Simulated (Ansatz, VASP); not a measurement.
# One calculation of SnH3, two programs

INCAR

```
SYSTEM = SnH3
ALGO = Normal
EDIFF = 1E-7
ENCUT = 520
GGA = PE
ISIF = 2
ISMEAR = 0
LASPH = .True.
LCHARG = .False.
LREAL = .False.
LWAVE = .False.
NBANDS = 16
NELM = 100
PREC = Accurate
SIGMA = 0.1
```

KPOINTS

```
k-points
0
Gamma
  6 6 6
  0 0 0
```

Contents of POSCAR:

```
SnH3
1.0
    3.4878950071      0.0000000000      0.0000000000
    0.0000000000      3.4878950071      0.0000000000
    0.0000000000      0.0000000000      3.4520443145
Sn H
1 3
Direct
    0.0000000000      0.0000000000      0.0000000000
    0.0000000000      0.5000000000      0.5000000000
    0.5000000000      0.0000000000      0.5000000000
    0.5000000000      0.5000000000      0.0000000000
```

Input for Ansatz:

```yaml
crystal:
  lattice:
    - [3.4878950071, 0.0, 0.0]
    - [0.0, 3.4878950071, 0.0]
    - [0.0, 0.0, 3.4520443145]
  atoms:
    - { symbol: Sn, position: [0.0, 0.0, 0.0] }
    - { symbol: H, position: [0.0, 0.5, 0.5] }
    - { symbol: H, position: [0.5, 0.0, 0.5] }
    - { symbol: H, position: [0.5, 0.5, 0.0] }
basis:
  ecutwfc: 420
kpoints:
  mp_grid: { grid: [6, 6, 6] }
hamiltonian:
  xc: pbe
scf:
  occupations: { method: gaussian, width: 0.1 }
  lower_state_search: "off"
output:
  forces: true
  stress: true
  eigenvalues: true
```

Alike in both runs: task single point; functional PBE; k mesh 6 × 6 × 6; occupations gaussian, width 0.1 eV; no spin polarisation.

|  | VASP | Ansatz |
| --- | --- | --- |
| version | VASP 6.6.1 | Ansatz 0.2.0 |
| potentials or method | VASP PAW PBE potentials, release 64 (Sn_d, H), cutoff 520 eV | scalar-relativistic, plane waves, PAW |
| valence electrons in the cell | 17 | 17 |

VASP gave:

```
gap on the k mesh at the Fermi level (eV)                     : none
pressure (GPa)                                                : -6.3
traceless stress, the component that is largest in VASP (GPa) : 0.88
```

Which values does Ansatz return?

gap on the k mesh at the Fermi level (eV): none; pressure (GPa): -6.2; traceless stress, the component that is largest in VASP (GPa): 0.88.

A gap of «none» marks a metal or a gap that the smearing closes.
